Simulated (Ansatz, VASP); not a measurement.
## Cu in VASP and in Ansatz

```
Cu
1.0
     2.44100    0.00000    0.00000
    -1.22050    2.11397    0.00000
     0.00000    0.00000    8.77551
Cu
4
Direct
  0.00000 0.00000 0.00000
  0.33333 0.66667 0.25000
  0.00000 0.00000 0.50000
  0.66667 0.33333 0.75000
```

Alike in both runs: task single point; functional PBEsol; k mesh 24 × 24 × 8; occupations gaussian, width 0.15 eV; no spin polarisation.

|  | VASP | Ansatz |
| --- | --- | --- |
| version | VASP 6.6.1 | Ansatz 0.2.0 |
| potentials or method | VASP PAW PBE potentials, release 64 (Cu), cutoff 520 eV | scalar-relativistic, plane waves, PAW |
| valence electrons in the cell | 44 | 76 |

|  | VASP | Ansatz | Ansatz less VASP |
| --- | --- | --- | --- |
| gap on the k mesh at the Fermi level (eV) | none | none | - |
| pressure (GPa) | 2.4 | 1.8 | -0.63 |
| traceless stress, the component that is largest in VASP (GPa) | -12.59 | -12.53 | +0.059 |

VASP's potentials were made for PBE, not for PBEsol. A gap of «none» marks a metal or a gap that the smearing closes. VASP's potentials hold 44 valence electrons a cell and Ansatz's 76, so a difference there can come from the potentials and not from the codes.
